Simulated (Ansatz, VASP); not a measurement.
**CsB: VASP beside Ansatz**

```
Cs B
1.0
     4.00432    0.00000    0.00000
     0.00000    4.00432    0.00000
     0.00000    0.00000    4.00432
Cs B
1 1
Direct
  0.50000 0.50000 0.50000
  0.00000 0.00000 0.00000
```

Alike in both runs: task single point; functional PBE; k mesh 14 × 14 × 14; occupations gaussian, width 0.1 eV; no spin polarisation.

|  | VASP | Ansatz |
| --- | --- | --- |
| version | VASP 6.6.1 | Ansatz 0.2.0 |
| potentials or method | VASP PAW PBE potentials, release 64 (Cs_sv, B), cutoff 520 eV | scalar-relativistic, plane waves, PAW |
| valence electrons in the cell | 12 | 12 |

```tsv
	VASP	Ansatz	Ansatz less VASP
gap on the k mesh at the Fermi level (eV)	none	none	-
pressure (GPa)	0.1	0.0	-0.06
```

A gap of «none» marks a metal or a gap that the smearing closes. With one functional, cell and mesh, what is left measures potentials, basis and numerics.

Spin-orbit coupling is off throughout.
